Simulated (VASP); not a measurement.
# In3Se (Pm-3m) in VASP: further runs

Aim: see how the results for In3Se move with the level of theory and the settings. Levels: r2SCAN+rVV10, r2SCAN, LDA. Tasks: single point, relaxation of cell and atoms.

Program: VASP 6.6.1. These are calculated values, not measurements. Logs are shortened: lines on timing, memory, paths and dates and some standing lists are left out, and cuts for length are marked.

**1. The cell of the first run**

It takes space group Pm-3m (No. 221, cubic). The conventional cell has a = 4.703 Å, b = 4.703 Å, c = 4.703 Å, α = 90.00°, β = 90.00°, γ = 90.00°. Within 4.4 Å of In (site symmetry 4/mmm) lie 8 In at 3.33 Å and 4 Se at 3.33 Å. Se (site symmetry m-3m) has 12 In at 3.33 Å within 4.4 Å.

**2. Single point, r2SCAN+rVV10**

POSCAR

```
In3Se
1.0
    4.7027621749      0.0000000000      0.0000000000
    0.0000000000      4.7027621749      0.0000000000
    0.0000000000      0.0000000000      4.7027621749
In Se
3 1
Direct
    0.0000000000      0.5000000000      0.5000000000
    0.5000000000      0.0000000000      0.5000000000
    0.5000000000      0.5000000000      0.0000000000
    0.0000000000      0.0000000000      0.0000000000
```

INCAR.step1

```
  ALGO = Normal
  EDIFF = 1E-4
  ENCUT = 520
  GGA = PE
  ISMEAR = 0
  LASPH = True
  LCHARG = False
  LREAL = False
  LWAVE = True
  NBANDS = 30
  NELM = 80
  PREC = Accurate
  SIGMA = 0.1
```

INCAR.step2

```
  ALGO = Normal
  BPARAM = 11.95
  CPARAM = 0.0093
  EDIFF = 1E-6
  ENCUT = 520
  ISIF = 2
  ISMEAR = 0
  ISTART = 1
  IVDW_NL = 2
  LASPH = True
  LCHARG = True
  LELF = True
  LMIXTAU = True
  LREAL = False
  LUSE_VDW = True
  LVHAR = True
  LWAVE = False
  METAGGA = R2SCAN
  NBANDS = 30
  NELM = 80
  PREC = Accurate
  SIGMA = 0.1
```

KPOINTS

```
k-points
0
Gamma
  10 10 10
```

Potentials or basis: VASP PAW PBE potentials, release 64 (In_d, Se).

Command:

```console
$ cat potpaw_PBE.64/In_d/POTCAR potpaw_PBE.64/Se/POTCAR > POTCAR
$ cp INCAR.step1 INCAR
$ mpirun -np 1 vasp_std > vasp.out
$ cp INCAR.step2 INCAR
$ mpirun -np 1 vasp_std > vasp.out
```

OUTCAR:

```text
BPARAM = 11.95
   EDIFF = 1E-6
   ENCUT = 520
   ISIF = 2
   ISMEAR = 0
   ISTART = 1
   IVDW_NL = 2
   LASPH = True
   LREAL = False
   METAGGA = R2SCAN
   NELM = 80
   PREC = Accurate

 ion  position               nearest neighbor table
   1  0.000  0.500  0.500-   2 3.33   3 3.33   4 3.33   3 3.33   4 3.33   2 3.33   4 3.33   4 3.33
                             2 3.33   3 3.33   3 3.33   2 3.33
   2  0.500  0.000  0.500-   1 3.33   3 3.33   4 3.33   3 3.33   4 3.33   1 3.33   3 3.33   3 3.33
                             1 3.33   4 3.33   4 3.33   1 3.33
   3  0.500  0.500  0.000-   1 3.33   2 3.33   4 3.33   1 3.33   2 3.33   2 3.33   4 3.33   2 3.33
                             1 3.33   4 3.33   1 3.33   4 3.33
   4  0.000  0.000  0.000-   1 3.33   2 3.33   3 3.33   1 3.33   2 3.33   1 3.33   3 3.33   1 3.33
                             2 3.33   3 3.33   2 3.33   3 3.33

  LATTYP: Found a simple cubic cell.
 ALAT       =     4.7027621749

  Lattice vectors:

 A1 = (   4.7027621749,   0.0000000000,   0.0000000000)
 A2 = (   0.0000000000,   4.7027621749,   0.0000000000)
 A3 = (   0.0000000000,   0.0000000000,   4.7027621749)

Analysis of symmetry for initial positions (statically):
=====================================================================
 Subroutine PRICEL returns:
 Original cell was already a primitive cell.

 Routine SETGRP: Setting up the symmetry group for a
 simple cubic supercell.

 Subroutine GETGRP returns: Found 48 space group operations
 (whereof 48 operations were pure point group operations)
 out of a pool of 48 trial point group operations.

The static configuration has the point symmetry O_h .

Analysis of symmetry for dynamics (positions and initial velocities):
=====================================================================
 Subroutine PRICEL returns:
 Original cell was already a primitive cell.

 Routine SETGRP: Setting up the symmetry group for a
 simple cubic supercell.

 Subroutine GETGRP returns: Found 48 space group operations
 (whereof 48 operations were pure point group operations)
 out of a pool of 48 trial point group operations.

The dynamic configuration has the point symmetry O_h .

 Subroutine INISYM returns: Found 48 space group operations
 (whereof 48 operations are pure point group operations),
 and found     1 'primitive' translations

----------------------------------------------------------------------------------------

                                     Primitive cell

  volume of cell :     104.0062

  direct lattice vectors                    reciprocal lattice vectors
     4.702762175  0.000000000  0.000000000     0.212640989  0.000000000  0.000000000
     0.000000000  4.702762175  0.000000000     0.000000000  0.212640989  0.000000000
     0.000000000  0.000000000  4.702762175     0.000000000  0.000000000  0.212640989

  length of vectors
     4.702762175  4.702762175  4.702762175     0.212640989  0.212640989  0.212640989

  position of ions in fractional coordinates (direct lattice)
     0.000000000  0.500000000  0.500000000
     0.500000000  0.000000000  0.500000000
     0.500000000  0.500000000  0.000000000
     0.000000000  0.000000000  0.000000000

  ion indices of the primitive-cell ions
   primitive index   ion index
                 1           1
                 2           2
                 3           3
                 4           4

----------------------------------------------------------------------------------------

 KPOINTS: k-points

Automatic generation of k-mesh.
 Grid dimensions read from file:
 generate k-points for:   10   10   10

 Generating k-lattice:

  Cartesian coordinates                     Fractional coordinates (reciprocal lattice)
     0.021264099  0.000000000  0.000000000     0.100000000  0.000000000  0.000000000
     0.000000000  0.021264099  0.000000000     0.000000000  0.100000000  0.000000000
     0.000000000  0.000000000  0.021264099     0.000000000  0.000000000  0.100000000

  Length of vectors
     0.021264099  0.021264099  0.021264099

  Shift w.r.t. Gamma in fractional coordinates (k-lattice)
     0.000000000  0.000000000  0.000000000

 Subroutine IBZKPT returns following result:
 ===========================================

 Found     56 irreducible k-points:

 Following reciprocal coordinates:
            Coordinates               Weight
  0.000000  0.000000  0.000000      1.000000
  0.100000  0.000000  0.000000      6.000000
  0.200000  0.000000  0.000000      6.000000
  0.300000  0.000000  0.000000      6.000000
  0.400000  0.000000  0.000000      6.000000
  0.500000  0.000000  0.000000      3.000000
[... 16 lines left out ...]
  0.200000  0.100000  0.100000     24.000000
  0.300000  0.100000  0.100000     24.000000
 [... further k-points ...]
   k-points           NKPTS =     56   k-points in BZ     NKDIM =     56   number of bands    NBANDS=     30
   number of dos      NEDOS =    301   number of ions     NIONS =      4
[... 37 lines left out ...]
  volume/ion in A,a.u.               =      26.00       175.47
  Fermi-wavevector in a.u.,A,eV,Ry     =   1.238205  2.339869 20.859804  1.533152
  Thomas-Fermi vector in A             =   2.372740
   LORBIT       =      0    0 simple, 1 ext, 2 COOP (PROOUT), +10 PAW based schemes
   METAGGA = R2SCAN    functional components
   LHFCALC =     F    Hartree Fock is set to
   AEXX    =    0.0000 exact exchange contribution
   IVDW_NL    =     2    kernel type
   BPARAM     =11.9500
   IVDW    =     0    specifies the selected vdW correction
   LEPSILON=     F    determine dielectric tensor
   LRPA    =     F    only Hartree local field effects (RPA)
 non-spin polarized calculation
 Gauss-broadening in eV      SIGMA  =   0.10
  energy-cutoff  :      520.00
  volume of cell :      104.01
 maximum number of plane-waves:      2836
 NGX is ok and might be reduce to    36
   NGX = 17   NGY = 17   NGZ = 17

 number of electron      45.0000012 magnetization

 Free energy of the ion-electron system (eV)
  ---------------------------------------------------
  ext. energy  EPLUGINS =         0.00000000
  ---------------------------------------------------
  free energy    TOTEN  =       -81.29753178 eV

  energy without entropy =      -81.28870810  energy(sigma->0) =      -81.29311994

 E-fermi :   6.5659     XC(G=0): -10.6973

 val. band max:        6.5547388155   @ k =   0.4000   0.0000   0.0000
 cond. band min:       6.5868638781   @ k =   0.5000   0.4000   0.0000
 fundamental gap:      0.0321250626
 Fermi energy:         6.5659183330

 k-point     1 :       0.0000    0.0000    0.0000
  band No.  band energies     occupation
      1      -8.8987      2.00000
      2      -8.8825      2.00000
      3      -8.8825      2.00000
      4      -8.8825      2.00000
      5      -8.7458      2.00000
      6      -8.7458      2.00000
[... 22 lines left out ...]
     29      12.4655      0.00000
     30      13.9005      0.00000

 k-point     2 :       0.1000    0.0000    0.0000
  band No.  band energies     occupation
      1      -8.8875      2.00000
      2      -8.8804      2.00000
      3      -8.8715      2.00000
      4      -8.8715      2.00000
      5      -8.7444      2.00000
      6      -8.7386      2.00000
[... 22 lines left out ...]
     29      12.7528      0.00000
     30      13.9478      0.00000

 k-point     3 :       0.2000    0.0000    0.0000
  band No.  band energies     occupation
      1      -8.8748      2.00000
      2      -8.8557      2.00000
      3      -8.8396      2.00000
      4      -8.8396      2.00000
      5      -8.7406      2.00000
      6      -8.7181      2.00000
[... 22 lines left out ...]
     29      13.4050      0.00000
     30      14.0873      0.00000

 k-point     4 :       0.3000    0.0000    0.0000
  band No.  band energies     occupation
      1      -8.8675      2.00000
      2      -8.8093      2.00000
      3      -8.7895      2.00000
      4      -8.7895      2.00000
      5      -8.7350      2.00000
      6      -8.6881      2.00000
[... 616 lines left out ...]
     29      13.0525      0.00000
     30      13.8198      0.00000

 k-point    23 :       0.2000    0.1000    0.1000
  band No.  band energies     occupation
      1      -8.8640      2.00000
      2      -8.8425      2.00000
      3      -8.8294      2.00000
      4      -8.8184      2.00000
      5      -8.7279      2.00000
      6      -8.7100      2.00000
[... 22 lines left out ...]
     29      12.8199      0.00000
     30      13.5902      0.00000

 k-point    24 :       0.3000    0.1000    0.1000
  band No.  band energies     occupation
      1      -8.8519      2.00000
      2      -8.8101      2.00000
      3      -8.7868      2.00000
      4      -8.7672      2.00000
      5      -8.7221      2.00000
      6      -8.6778      2.00000
[... 22 lines left out ...]
     29      11.9323      0.00000
     30      14.0272      0.00000

 [... further k-points ...]

------------------------ aborting loop because EDIFF is reached ----------------------------------------

  FORCE on cell =-STRESS in cart. coord.  units (eV):
  Direction    XX          YY          ZZ          XY          YZ          ZX
  --------------------------------------------------------------------------------------
  -------------------------------------------------------------------------------------
  Total        0.1132487      0.1132487      0.1132487      0.0000000      0.0000000      0.0000000
  in kB        1.7445549      1.7445549      1.7445549      0.0000000      0.0000000      0.0000000
  external PRESSURE =       1.7445549 kB  Pullay stress =       0.0000000 kB

 VOLUME and BASIS-vectors are now :
 -----------------------------------------------------------------------------
  energy-cutoff  :      520.00
  volume of cell :      104.01
      direct lattice vectors                 reciprocal lattice vectors
     4.702762175  0.000000000  0.000000000     0.212640989  0.000000000  0.000000000
     0.000000000  4.702762175  0.000000000     0.000000000  0.212640989  0.000000000
     0.000000000  0.000000000  4.702762175     0.000000000  0.000000000  0.212640989

 POSITION                                       TOTAL-FORCE (eV/Angst)
 -----------------------------------------------------------------------------------
      0.00000      2.35138      2.35138         0.000000      0.000000      0.000000
      2.35138      0.00000      2.35138         0.000000      0.000000      0.000000
      2.35138      2.35138      0.00000         0.000000      0.000000      0.000000
      0.00000      0.00000      0.00000         0.000000      0.000000      0.000000
 -----------------------------------------------------------------------------------
    total drift:                                0.000000      0.000000      0.000000

  FREE ENERGIE OF THE ION-ELECTRON SYSTEM (eV)
  ---------------------------------------------------
  free  energy   TOTEN  =       -81.2975317837 eV

  energy  without entropy=      -81.2887080980  energy(sigma->0) =      -81.29311994
```

It took 7.2 min on 1 thread of AMD EPYC 9R14 (Zen 4), shared host; peak memory 0.46 GiB.

Results:

| Property | Result |
| --- | --- |
| Free energy | -81.2975 eV |
| Pressure | 0.2 GPa |
| Band gap on the k mesh | zero (an odd number of electrons rules out a gap without spin polarisation) |

Caveat: the PAW data sets were made with another functional, which shifts forces and pressure a little; spin-orbit coupling is left out, which moves the levels of the heavy elements.

**3. Single point, r2SCAN**

This run uses another cell than the first one, of 26.68 Å³/atom.

POSCAR

```
In3Se
1.0
    4.7432691241      0.0000000000      0.0000000000
    0.0000000000      4.7432691241      0.0000000000
    0.0000000000      0.0000000000      4.7432691241
In Se
3 1
Direct
    0.0000000000      0.5000000000      0.5000000000
    0.5000000000      0.0000000000      0.5000000000
    0.5000000000      0.5000000000      0.0000000000
    0.0000000000      0.0000000000      0.0000000000
```

INCAR.step1

```
PREC     = Accurate       # precision mode
ENCUT    = 520            # plane-wave cutoff, eV
ISMEAR   = 0              # smearing method
SIGMA    = 0.1            # smearing width, eV
LREAL    = False          # projectors in reciprocal space
LASPH    = True           # aspherical terms in the spheres
NELM     = 100            # most SCF steps
NBANDS   = 30             # bands
GGA      = PE             # functional
ALGO     = Normal         # electronic algorithm
EDIFF    = 1E-4           # SCF threshold, eV
LWAVE    = True           # write WAVECAR
LCHARG   = False          # write CHGCAR
```

INCAR.step2

```
PREC     = Accurate       # precision mode
ENCUT    = 520            # plane-wave cutoff, eV
EDIFF    = 1E-6           # SCF threshold, eV
ISMEAR   = 0              # smearing method
SIGMA    = 0.1            # smearing width, eV
LREAL    = False          # projectors in reciprocal space
LASPH    = True           # aspherical terms in the spheres
NELM     = 100            # most SCF steps
ALGO     = Normal         # electronic algorithm
ISIF     = 2              # what is computed and relaxed
LWAVE    = False          # write WAVECAR
LCHARG   = False          # write CHGCAR
METAGGA  = R2SCAN         # meta-GGA
LMIXTAU  = True         
NBANDS   = 30             # bands
ISTART   = 1
```

KPOINTS

```
regular mesh
0
Gamma
  10 10 10
```

Potentials or basis: VASP PAW PBE potentials, release 64 (In_d, Se).

Command:

```console
$ cat potpaw_PBE.64/In_d/POTCAR potpaw_PBE.64/Se/POTCAR > POTCAR
$ cp INCAR.step1 INCAR
$ mpirun -np 1 vasp_std > vasp.out
$ cp INCAR.step2 INCAR
$ mpirun -np 1 vasp_std > vasp.out
```

Wall time 7 min (1 thread of AMD EPYC 9R14 (Zen 4), shared host); peak memory 0.29 GiB.

Results (log left out):

- Free energy: -82.5043 eV
- Pressure: 0.0 GPa
- Band gap on the k mesh: zero (an odd number of electrons rules out a gap without spin polarisation)

Levels at points of the mesh, in eV from the Fermi level:
| k point | band 18 | band 19 | band 20 | band 21 | band 22 | band 23 | band 24 | band 25 | band 26 | band 27 |
| --- | --- | --- | --- | --- | --- | --- | --- | --- | --- | --- |
| (0.00, 0.00, 0.00) | -3.63 | -3.63 | -3.63 | -2.12 | -2.12 | 1.13 | 1.13 | 1.13 | 4.54 | 4.54 |
| (0.50, 0.00, 0.00) | -5.10 | -2.76 | -2.76 | -1.51 | -1.23 | -0.15 | -0.15 | 1.57 | 4.07 | 4.07 |
| (0.50, 0.50, 0.00) | -6.27 | -6.07 | -2.25 | -0.76 | -0.73 | -0.73 | 1.59 | 1.92 | 1.92 | 1.94 |
| (0.50, 0.50, 0.50) | -4.54 | -4.54 | -4.49 | -4.49 | -4.49 | -3.56 | 3.27 | 3.27 | 3.27 | 8.63 |

Caveat: the PAW data sets were made with another functional, which shifts forces and pressure a little; spin-orbit coupling is left out, which moves the levels of the heavy elements.

**4. Relaxation of cell and atoms, LDA**

This run uses another cell than the first one, of 27.71 Å³/atom.

INCAR

```
SYSTEM = In3Se
PREC = Accurate ; ENCUT = 600
EDIFF = 1E-6 ; ISMEAR = 0
SIGMA = 0.1 ; LREAL = .FALSE.
LASPH = .TRUE. ; NELM = 80
ALGO = Normal ; ISIF = 3
LWAVE = .FALSE. ; LCHARG = .FALSE.
IBRION = 2 ; NSW = 80
EDIFFG = -0.01
```

KPOINTS

```
regular mesh
0
G
  10 10 10
  0 0 0
```

POSCAR

```
In3Se
1.0
    4.8037580000      0.0000000000      0.0000000000
    0.0000000000      4.8037580000      0.0000000000
    0.0000000000      0.0000000000      4.8037580000
In Se
3 1
Direct
    0.0000000000      0.5000000000      0.5000000000
    0.5000000000      0.0000000000      0.5000000000
    0.5000000000      0.5000000000      0.0000000000
    0.0000000000      0.0000000000      0.0000000000
```

Potentials or basis: VASP PAW LDA potentials, release 64 (In_d, Se).

Command:

```console
$ cat potpaw_LDA.64/In_d/POTCAR potpaw_LDA.64/Se/POTCAR > POTCAR
$ mpirun -np 1 vasp_std > vasp.out
```

It took 4.2 min on 1 thread of AMD EPYC 9R14 (Zen 4), shared host; peak memory 0.3 GiB.

Results (log left out):

```
Free energy                           : -14.2178 eV
Relaxed volume                        : 24.60 Å³/atom
Relaxed cell                          : a = 4.616 Å, b = 4.616 Å, c = 4.616 Å, α = 90.00°, β = 90.00°, γ = 90.00°
Space group after relaxing (to 0.1 Å) : Pm-3m (No. 221)
Energy gained by relaxing             : 47.2 meV/atom
Ionic steps                           : 3
Pressure after relaxing               : 0.0 GPa
Band gap on the k mesh                : zero (an odd number of electrons rules out a gap without spin polarisation)
```

The path:
```
step  energy change (eV)  largest force (eV/Å)  pressure (GPa)  volume (Å³)
   1              0.0000                0.0000           -4.28       110.85
   2             -0.1872                0.0000           -0.50        99.39
   3             -0.1889                0.0000           -0.05        98.38
```

Final structure:
```
In Se
1.0
     4.61640    0.00000    0.00000
     0.00000    4.61640    0.00000
     0.00000    0.00000    4.61640
In Se
3 1
Direct
  0.00000 0.50000 0.50000
  0.50000 0.00000 0.50000
  0.50000 0.50000 0.00000
  0.00000 0.00000 0.00000
```

Levels at points of the mesh, in eV from the Fermi level:
```
           k point  band 18  band 19  band 20  band 21  band 22  band 23  band 24  band 25  band 26  band 27
(0.00, 0.00, 0.00)    -3.69    -3.69    -3.69    -2.06    -2.06     1.24     1.24     1.24     4.45     4.45
(0.50, 0.00, 0.00)    -5.11    -2.72    -2.72    -1.34    -1.05    -0.23    -0.23     1.28     4.13     4.15
(0.50, 0.50, 0.00)    -6.39    -6.11    -2.12    -0.99    -0.51    -0.51     1.68     1.77     1.77     2.04
(0.50, 0.50, 0.50)    -4.73    -4.73    -4.44    -4.44    -4.44    -3.59     3.42     3.42     3.42     8.79
```

Caveat: spin-orbit coupling is left out, which moves the levels of the heavy elements.

**5. Overview**

| task | level | potentials or basis | cell | cutoff (eV) | gap on the mesh (eV) | pressure (GPa) |
| --- | --- | --- | --- | --- | --- | --- |
| single point | r2SCAN+rVV10 | VASP PAW PBE potentials, release 64 (In_d, Se) | a = 4.703 Å, 4 atoms | 520 | none | 0.2 |
| single point | r2SCAN | VASP PAW PBE potentials, release 64 (In_d, Se) | a = 4.743 Å, 4 atoms | 520 | none | 0.0 |
| relaxation of cell and atoms | LDA | VASP PAW LDA potentials, release 64 (In_d, Se) | relaxed from a = 4.804 Å, 4 atoms | 600 | none | 0.0 |

Alike in all rows: no spin polarisation; k mesh 10 × 10 × 10; smearing gaussian 0.1 eV.

Caveats: spin-orbit coupling is left out, which moves the levels of the heavy elements; the PAW data sets were made with another functional, which shifts forces and pressure a little (at least some runs).

Absolute energies hang on the potentials; compare differences alone.

The gap in the log of VASP goes by the Fermi energy; the results here count the filled bands.